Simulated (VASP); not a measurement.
Crystal: Al4P.

```xyz
5
Lattice="3.8802 0.0000 0.0000 -1.9401 3.3603 0.0000 0.0000 0.0000 7.3512" Properties=species:S:1:pos:R:3 pbc="T T T"
Al    0.0000    0.0000    6.0174
Al    0.0000    0.0000    1.3338
Al    0.0000    2.2402    3.6756
Al    1.9401    1.1201    3.6756
P     0.0000    0.0000    3.6756
```

```yaml
Program: VASP 6.6.1
Task: relaxation of cell and atoms
Functional: PBE
Potentials_or_basis: VASP PAW PBE potentials, release 64 (Al, P)
Cutoff: 600 eV
k_mesh: 6 × 6 × 4
Occupations: gaussian, width 0.1 eV
Spin: no spin polarisation
```

At the start: pressure 25.4 GPa; volume 19.17 Å³/atom.

How do energy, volume and symmetry change on relaxing?

Over 10 steps the energy falls by 573.1 meV/atom and the volume is 26.67 Å³/atom (+39.1 %); space group P6/mmm (No. 191, to 0.05 Å).

Step by step:
```csv
step,energy change (eV),largest force (eV/Å),pressure (GPa),volume (Å³)
1,0.0000,0.6626,25.40,95.85
2,-2.7063,0.2918,-2.47,143.22
3,-2.8546,0.0763,0.83,129.93
4,-2.8582,0.1132,0.25,131.80
5,-2.8579,0.0980,0.49,131.01
6,-2.8629,0.0940,0.29,131.97
7,-2.8636,0.0951,0.15,132.57
8,-2.8652,0.0570,-0.04,133.35
9,-2.8654,0.0422,-0.11,133.64
10,-2.8656,0.0090,0.00,133.35
```

Final structure:
```xyz
5
Lattice="4.5081 0.0000 0.0000 -2.2540 3.9041 0.0000 0.0000 0.0000 7.5770" Properties=species:S:1:pos:R:3 pbc="T T T"
Al    0.0000    0.0000    6.2079
Al    0.0000    0.0000    1.3691
Al    0.0000    2.6027    3.7885
Al    2.2540    1.3014    3.7885
P     0.0000    0.0000    3.7885
```

Caveat: the volume moved by over 15 % at a fixed basis, so the end points are rough.
